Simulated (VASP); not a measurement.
Wanted: the native input for a VASP 6.6.1 run.

| Item | Value |
| --- | --- |
| Task | relaxation of cell and atoms |
| Functional | PBE |
| Potentials or basis | VASP PAW PBE potentials, release 64 (Cs_sv, Li_sv, P) |
| Cutoff | 600 eV |
| k mesh | 3 × 3 × 3 |
| Occupations | gaussian, width 0.1 eV |
| Spin | no spin polarisation |
| Dipole correction | no |
| Further INCAR settings | ALGO = Normal; EDIFF = 1e-06; IBRION = 2; EDIFFG = -0.04; NSW = 90; ISIF = 3 |

The structure of CsLi3P2 lies in POSCAR:

```
CsLi3P2
1.0
    3.5745048900      2.0637413600      3.1380811800
   -3.5745048900      2.0637413600      3.1380811800
    0.0000000000     -4.1274827200      3.1380811800
Cs Li P
1 3 2
Direct
    0.5000000000      0.5000000000      0.5000000000
    0.0000000000      0.0000000000      0.5000000000
    0.5000000000      0.0000000000      0.0000000000
    0.0000000000      0.5000000000      0.0000000000
    0.2266786400      0.2266786400      0.2266786400
    0.7733213600      0.7733213600      0.7733213600
```

The input as run:

INCAR

```
ALGO = Normal ; EDIFF = 1E-6
EDIFFG = -0.04 ; ENCUT = 600
GGA = PE ; IBRION = 2
ISIF = 3 ; ISMEAR = 0
LASPH = True ; LCHARG = False
LREAL = False ; LWAVE = False
NELM = 80 ; NSW = 90
PREC = Accurate ; SIGMA = 0.1
```

KPOINTS

```
k-points
0
Gamma
  3 3 3
```

Potentials or basis: VASP PAW PBE potentials, release 64 (Cs_sv, Li_sv, P).

Run with:

```bash
$ cat potpaw_PBE.64/Cs_sv/POTCAR potpaw_PBE.64/Li_sv/POTCAR potpaw_PBE.64/P/POTCAR > POTCAR
$ mpirun -np 1 vasp_std > vasp.out
```

It gave:

The relaxed volume is 28.63 Å³/atom and the relaxed cell is a = 5.567 Å, b = 5.567 Å, c = 5.567 Å, α = 93.07°, β = 93.07°, γ = 93.07°. The space group after relaxing (to 0.05 Å) is R-3m (No. 166), the energy gained by relaxing is 580.2 meV/atom and the ionic steps are 38. The pressure after relaxing is 0.0 GPa. The largest force after relaxing is 0.017 eV/Å. The band gap on the k mesh is 1.08 eV, indirect (least direct gap 1.30 eV).

Caveat: the cutoff is under 1.25 times the usual one of these potentials, so pressure, stress and relaxed cells hold a basis-set (Pulay) error; the volume moved by over 15 % at a fixed basis, so the end points are rough; spin-orbit coupling is left out, which moves the levels of the heavy elements.

Run time: 5.3 min on 1 thread of Intel(R) Xeon(R) 6975P-C (Granite Rapids), with other jobs on the host, peak memory 0.28 GiB.
